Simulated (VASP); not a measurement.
Crystal: Cu.

```
Cu
1.0
     0.00000    1.80500    1.80500
     1.80500    0.00000    1.80500
     1.80500    1.80500    0.00000
Cu
1
Direct
  0.00000 0.00000 0.00000
```

```yaml
Program: VASP 6.6.1
Task: relaxation of cell and atoms
Functional: PBE
Potentials_or_basis: VASP PAW PBE potentials, release 64 (Cu)
Cutoff: 600 eV
k_mesh: 24 × 24 × 24
Occupations: gaussian, width 0.1 eV
Spin: no spin polarisation
```

At the start: pressure 3.0 GPa; volume 11.76 Å³/atom.

Question: Where does the relaxation end?

Answer: Over 3 steps the energy falls by 2.3 meV/atom and the volume is 12.01 Å³/atom (+2.1 %); space group Fm-3m (No. 225, to 0.05 Å).

The path:
| step | energy change (eV) | largest force (eV/Å) | pressure (GPa) | volume (Å³) |
| --- | --- | --- | --- | --- |
| 1 | 0.0000 | 0.0000 | 3.01 | 11.76 |
| 2 | -0.0016 | 0.0000 | -1.50 | 12.14 |
| 3 | -0.0023 | 0.0000 | 0.04 | 12.01 |

Final structure:
```cif
data_structure
_symmetry_space_group_name_H-M 'P 1'
_symmetry_Int_Tables_number 1
_cell_length_a 2.5703
_cell_length_b 2.5703
_cell_length_c 2.5703
_cell_angle_alpha 60.000
_cell_angle_beta 60.000
_cell_angle_gamma 60.000
_cell_volume 12.01
loop_
_atom_site_label
_atom_site_type_symbol
_atom_site_fract_x
_atom_site_fract_y
_atom_site_fract_z
_atom_site_occupancy
Cu1 Cu 0.00000 0.00000 0.00000 1
```
